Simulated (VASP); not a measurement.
Here is a VASP 6.6.1 calculation.

The input INCAR:

```
PREC = Accurate
ENCUT = 520
EDIFF = 1E-6
ISMEAR = 0
SIGMA = 0.1
LREAL = False
LASPH = True
NELM = 150
ALGO = Normal
ISIF = 2
LWAVE = False
LCHARG = False
ISPIN = 2
MAGMOM = 0 4 0 0 0 0 0 0 0 0 0 0 0 0
LORBIT = 11
LMAXMIX = 4
GGA = PE
NBANDS = 49
```

Contents of KPOINTS:

```
Automatic mesh
0
Gamma
  4 4 4
```

The input POSCAR:

```
MgFeC6N6
1.0
    0.0000000000      5.1830000000      5.1830000000
    5.1830000000      0.0000000000      5.1830000000
    5.1830000000      5.1830000000      0.0000000000
Mg Fe C N
1 1 6 6
Direct
    0.5000000000      0.5000000000      0.5000000000
    0.0000000000      0.0000000000      0.0000000000
    0.8130426400      0.1869573600      0.1869573600
    0.1869573600      0.8130426400      0.1869573600
    0.1869573600      0.1869573600      0.8130426400
    0.1869573600      0.8130426400      0.8130426400
    0.8130426400      0.1869573600      0.8130426400
    0.8130426400      0.8130426400      0.1869573600
    0.7001736400      0.2998263600      0.2998263600
    0.2998263600      0.7001736400      0.2998263600
    0.2998263600      0.2998263600      0.7001736400
    0.2998263600      0.7001736400      0.7001736400
    0.7001736400      0.2998263600      0.7001736400
    0.7001736400      0.7001736400      0.2998263600
```

Potentials or basis: VASP PAW PBE potentials, release 64 (Mg, Fe, C, N).

Launch:

```bash
$ cat potpaw_PBE.64/Mg/POTCAR potpaw_PBE.64/Fe/POTCAR potpaw_PBE.64/C/POTCAR potpaw_PBE.64/N/POTCAR > POTCAR
$ mpirun -np 1 vasp_std > vasp.out
```

What does it give for the largest force?

0.739 eV/Å.

What does it give for the site moments?

Mg -0.00; Fe +1.67; C -0.03; N +0.06 μB.

What does it give for the net moment?

2.00 μB per cell.

Forces on the atoms (eV/Å):
```
Mg   0.000  0.000  0.000
Fe   0.000  0.000  0.000
C   -0.288  0.000  0.000
C    0.000 -0.288  0.000
C    0.000  0.000 -0.288
C    0.288  0.000  0.000
C    0.000  0.288  0.000
C    0.000  0.000  0.288
N   -0.739  0.000  0.000
N    0.000 -0.739  0.000
N    0.000  0.000 -0.739
N    0.739  0.000  0.000
N    0.000  0.739  0.000
N    0.000  0.000  0.739
```

Caveat: a cell with one magnetic atom can't hold antiferromagnetic order, which such compounds often take.
